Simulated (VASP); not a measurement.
Runs of VASP 6.6.1 on TeW. The structure is cubic, space group F-43m (No. 216). The conventional cell has a = 6.048 Å, b = 6.048 Å, c = 6.048 Å, α = 90.00°, β = 90.00°, γ = 90.00°. W (site symmetry -43m) has 4 Te at 2.62 Å within 3.5 Å. Within 3.5 Å of Te (site symmetry -43m) lie 4 W at 2.62 Å. 

```tsv
fixed moment (μB)	pressure (GPa)	moment (μB)
0.25	(a)	0.25
0.5	-0.9	0.50
1.0	-0.4	1.00
0.75	-0.7	0.75
```

Alike in all rows: task single point; level PBEsol; potentials or basis VASP PAW PBE potentials, release 64 (W_sv, Te); spin collinear; cell as given; k mesh 12 × 12 × 12; cutoff (eV) 520; smearing gaussian 0.1 eV.

Estimate the missing entries.

(a) -1.0.

Caveats: the PAW data sets were made with another functional, which shifts forces and pressure a little; the total moment is fixed, so each spin has its own Fermi level and the state may be an excited one.
